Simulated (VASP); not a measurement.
# Ta3N2 (P-3m1) in VASP: notebook, part 2 of 3

VASP 6.6.1.

## Step 4: Single point, r2SCAN

This run uses another cell than the first one, of 13.81 Å³/atom, 1.101 times its volume.

POSCAR

```
Ta3N2
1.0
    3.5075369805      0.0000000000      0.0000000000
   -1.7537684902      3.0376161298      0.0000000000
    0.0000000000      0.0000000000      6.4814140427
Ta N
3 2
Direct
    0.0000000000      0.0000000000      0.0000000000
    0.3333333333      0.6666666667      0.6663732558
    0.6666666667      0.3333333333      0.3336267442
    0.3333333333      0.6666666667      0.3092231370
    0.6666666667      0.3333333333      0.6907768630
```

INCAR.step1

```
ALGO = Normal ; EDIFF = 1E-4
ENCUT = 520 ; GGA = PE
ISMEAR = 0 ; LASPH = T
LCHARG = F ; LREAL = F
LWAVE = T ; NBANDS = 30
NELM = 60 ; PREC = Accurate
SIGMA = 0.1
```

INCAR.step2

```
ALGO = Normal ; EDIFF = 1E-7
ENCUT = 520 ; ISIF = 2
ISMEAR = 0 ; ISTART = 1
LASPH = T ; LCHARG = F
LMIXTAU = T ; LREAL = F
LWAVE = F ; METAGGA = R2SCAN
NBANDS = 30 ; NELM = 60
PREC = Accurate ; SIGMA = 0.1
```

KPOINTS

```
k-points
0
Gamma
  12 12 6
```

Potentials or basis: VASP PAW PBE potentials, release 64 (Ta_pv, N).

Command:

```console
cat potpaw_PBE.64/Ta_pv/POTCAR potpaw_PBE.64/N/POTCAR > POTCAR
cp INCAR.step1 INCAR
mpirun -np 1 vasp_std > vasp.out
cp INCAR.step2 INCAR
mpirun -np 1 vasp_std > vasp.out
```

OUTCAR:

```text
EDIFF = 1E-7
   ENCUT = 520
   ISIF = 2
   ISMEAR = 0
   ISTART = 1
   LASPH = T
   LREAL = F
   METAGGA = R2SCAN
   NELM = 60
   PREC = Accurate

 ion  position               nearest neighbor table
   1  0.000  0.000  0.000-   3 2.96   2 2.96   3 2.96   2 2.96   3 2.96   2 2.96
   2  0.333  0.667  0.666-   5 2.03   5 2.03   5 2.03   4 2.31   3 2.96   3 2.96   3 2.96   1 2.96
                             1 2.96   1 2.96
   3  0.667  0.333  0.334-   4 2.03   4 2.03   4 2.03   5 2.31   2 2.96   2 2.96   2 2.96   1 2.96
                             1 2.96   1 2.96
   4  0.333  0.667  0.309-   3 2.03   3 2.03   3 2.03   2 2.31
   5  0.667  0.333  0.691-   2 2.03   2 2.03   2 2.03   3 2.31

  LATTYP: Found a hexagonal cell.
 ALAT       =     3.5075369805
 C/A-ratio  =     1.8478533737

  Lattice vectors:

 A1 = (   3.5075369805,   0.0000000000,   0.0000000000)
 A2 = (  -1.7537684902,   3.0376161298,   0.0000000000)
 A3 = (   0.0000000000,   0.0000000000,   6.4814140427)

Analysis of symmetry for initial positions (statically):
=====================================================================
 Subroutine PRICEL returns:
 Original cell was already a primitive cell.

 Routine SETGRP: Setting up the symmetry group for a
 hexagonal supercell.

 Subroutine GETGRP returns: Found 12 space group operations
 (whereof 12 operations were pure point group operations)
 out of a pool of 24 trial point group operations.

The static configuration has the point symmetry D_3d.

Analysis of symmetry for dynamics (positions and initial velocities):
=====================================================================
 Subroutine PRICEL returns:
 Original cell was already a primitive cell.

 Routine SETGRP: Setting up the symmetry group for a
 hexagonal supercell.

 Subroutine GETGRP returns: Found 12 space group operations
 (whereof 12 operations were pure point group operations)
 out of a pool of 24 trial point group operations.

The dynamic configuration has the point symmetry D_3d.

 Subroutine INISYM returns: Found 12 space group operations
 (whereof 12 operations are pure point group operations),
 and found     1 'primitive' translations

----------------------------------------------------------------------------------------

                                     Primitive cell

  volume of cell :      69.0566

  direct lattice vectors                    reciprocal lattice vectors
     3.507536980  0.000000000  0.000000000     0.285100344  0.164602760  0.000000000
    -1.753768490  3.037616130  0.000000000     0.000000000  0.329205521  0.000000000
     0.000000000  0.000000000  6.481414043     0.000000000  0.000000000  0.154287320

  length of vectors
     3.507536980  3.507536980  6.481414043     0.329205521  0.329205521  0.154287320

  position of ions in fractional coordinates (direct lattice)
     0.000000000  0.000000000  0.000000000
     0.333333333  0.666666667  0.666373256
     0.666666667  0.333333333  0.333626744
     0.333333333  0.666666667  0.309223137
     0.666666667  0.333333333  0.690776863

  ion indices of the primitive-cell ions
[... 29 lines left out ...]
 ===========================================

 Found    100 irreducible k-points:

 Following reciprocal coordinates:
            Coordinates               Weight
  0.000000  0.000000  0.000000      1.000000
  0.083333 -0.000000  0.000000      6.000000
  0.166667 -0.000000  0.000000      6.000000
  0.250000  0.000000  0.000000      6.000000
  0.333333 -0.000000  0.000000      6.000000
  0.416667  0.000000  0.000000      6.000000
[... 16 lines left out ...]
  0.166667 -0.000000  0.166667      6.000000
  0.000000  0.166667  0.166667      6.000000
 [... further k-points ...]
   k-points           NKPTS =    100   k-points in BZ     NKDIM =    100   number of bands    NBANDS=     30
   number of dos      NEDOS =    301   number of ions     NIONS =      5
   total plane-waves  NPLWV =  37632
   dimension x,y,z NGX =    28 NGY =   28 NGZ =   48
   dimension x,y,z NGXF=    56 NGYF=   56 NGZF=   96
   ions per type =               3   2
   NGX,Y,Z   is equivalent  to a cutoff of  13.27, 13.27, 12.31 a.u.
   NGXF,Y,Z  is equivalent  to a cutoff of  26.54, 26.54, 24.62 a.u.
 SYSTEM =  unknown system
   PREC   = accura    normal or accurate (medium, high low for compatibility)
   ISTART =      1    job   : 0-new  1-cont  2-samecut
   ICHARG =      0    charge: 1-file 2-atom 10-const
   ISPIN  =      1    spin polarized calculation?
   LNONCOLLINEAR =      F non collinear calculations
   LSORBIT =      F    spin-orbit coupling
   LASPH  =      T    aspherical Exc in radial PAW
   ENCUT  =  520.0 eV  38.22 Ry    6.18 a.u.   6.52  6.52 12.05*2*pi/ulx,y,z
   NELM   =     60;   NELMIN=  2; NELMDL=  0     # of ELM steps
   EDIFF  = 0.1E-06   stopping-criterion for ELM
   LREAL  =      F    real-space projection
   EDIFFG = 0.1E-05   stopping-criterion for IOM
   NSW    =      0    number of steps for IOM
   IBRION =     -1    ionic relax: 0-MD 1-quasi-New 2-CG
   NFREE  =      0    steps in history (QN), initial steepest desc. (CG)
   ISIF   =      2    stress and relaxation
   ISYM   =      2    0-nonsym 1-usesym 2-fastsym
   POTIM  = 0.5000    time-step for ionic-motion
   TEBEG  =    0.0;   TEEND  =   0.0 temperature during run
   PSTRESS=    0.0 pullay stress
   NELECT =      43.0000    total number of electrons
   NUPDOWN=      -1.0000    fix difference up-down
   EMIN   =  10.00;   EMAX   =-10.00  energy-range for DOS
   EFERMI =   0.00;   METHOD = LEGACY
   ISMEAR =     0;   SIGMA  =   0.10  broadening in eV -4-tet -1-fermi 0-gaus
   EFERMI_NEDOS =   21; number of points for ismear=-14 and -15
   IALGO  =     38    algorithm
   IMIX   =      4    mixing-type and parameters
     AMIX     =   0.40;   BMIX     =  1.00
     AMIX_MAG =   1.60;   BMIX_MAG =  1.00
  volume/ion in A,a.u.               =      13.81        93.20
  Fermi-wavevector in a.u.,A,eV,Ry     =   1.397964  2.641769 26.589914  1.954304
  Thomas-Fermi vector in A             =   2.521169
   LORBIT       =      0    0 simple, 1 ext, 2 COOP (PROOUT), +10 PAW based schemes
   METAGGA = R2SCAN    functional components
   LHFCALC =     F    Hartree Fock is set to
   AEXX    =    0.0000 exact exchange contribution
   IVDW    =     0    specifies the selected vdW correction
   LEPSILON=     F    determine dielectric tensor
   LRPA    =     F    only Hartree local field effects (RPA)
 non-spin polarized calculation
 Gauss-broadening in eV      SIGMA  =   0.10
  energy-cutoff  :      520.00
  volume of cell :       69.06
 maximum number of plane-waves:      1909
 NGX is ok and might be reduce to    28
   NGX = 13   NGY = 13   NGZ = 25

 number of electron      43.0000002 magnetization

 Free energy of the ion-electron system (eV)
  ---------------------------------------------------
  ext. energy  EPLUGINS =         0.00000000
  ---------------------------------------------------
  free energy    TOTEN  =      -165.37792230 eV

  energy without entropy =     -165.36271693  energy(sigma->0) =     -165.37031961

 E-fermi :   6.6254     XC(G=0): -13.3386

 val. band max:        6.6243510012   @ k =   0.3333  -0.0000   0.0000
 cond. band min:       6.6267618158   @ k =   0.0000   0.0000   0.5000
 fundamental gap:      0.0024108146
 Fermi energy:         6.6253952615

 k-point     1 :       0.0000    0.0000    0.0000
  band No.  band energies     occupation
      1     -29.7941      2.00000
      2     -29.6586      2.00000
      3     -29.6312      2.00000
      4     -29.6312      2.00000
      5     -29.5412      2.00000
      6     -29.5412      2.00000
[... 781 lines left out ...]
     29      11.3028      0.00000
     30      11.6394      0.00000

 [... further k-points ...]

------------------------ aborting loop because EDIFF is reached ----------------------------------------

  FORCE on cell =-STRESS in cart. coord.  units (eV):
  Direction    XX          YY          ZZ          XY          YZ          ZX
  --------------------------------------------------------------------------------------
  -------------------------------------------------------------------------------------
  Total        0.5942677      0.5942677      0.3263842      0.0000000      0.0000000     -0.0000000
  in kB       13.7875731     13.7875731      7.5724210      0.0000000      0.0000000     -0.0000000
  external PRESSURE =      11.7158557 kB  Pullay stress =       0.0000000 kB

 VOLUME and BASIS-vectors are now :
 -----------------------------------------------------------------------------
  energy-cutoff  :      520.00
  volume of cell :       69.06
      direct lattice vectors                 reciprocal lattice vectors
     3.507536980  0.000000000  0.000000000     0.285100344  0.164602760  0.000000000
    -1.753768490  3.037616130  0.000000000     0.000000000  0.329205521  0.000000000
     0.000000000  0.000000000  6.481414043     0.000000000  0.000000000  0.154287320

 POSITION                                       TOTAL-FORCE (eV/Angst)
 -----------------------------------------------------------------------------------
      0.00000      0.00000      0.00000         0.000000      0.000000      0.000000
     -0.00000      2.02508      4.31904         0.000000     -0.000000      0.047852
      1.75377      1.01254      2.16237        -0.000000      0.000000     -0.047852
     -0.00000      2.02508      2.00420        -0.000000     -0.000000     -0.022254
      1.75377      1.01254      4.47721         0.000000      0.000000      0.022254
 -----------------------------------------------------------------------------------
    total drift:                                0.000000     -0.000000      0.000000

  FREE ENERGIE OF THE ION-ELECTRON SYSTEM (eV)
  ---------------------------------------------------
  free  energy   TOTEN  =      -165.3779222980 eV

  energy  without entropy=     -165.3627169280  energy(sigma->0) =     -165.37031961
```

Wall time 17 min (1 thread of Intel Xeon 6975P-C, shared host); peak memory 0.31 GiB.

Results:

```
Free energy   : -165.3779 eV
Pressure      : 1.2 GPa
Largest force : 0.048 eV/Å
```

Forces in eV/Å, atoms in the order of the input:
```
Ta   0.000  0.000  0.000
Ta   0.000  0.000  0.048
Ta   0.000  0.000 -0.048
N    0.000  0.000 -0.022
N    0.000  0.000  0.022
```

Stress tensor (GPa, compression positive):
```
1.38 0.00 0.00
0.00 1.38 0.00
0.00 0.00 0.76
```

Caveat: the PAW data sets were made with another functional, which shifts forces and pressure a little; spin-orbit coupling is left out, which moves the levels of the heavy elements.

[end of part 2 of 3]
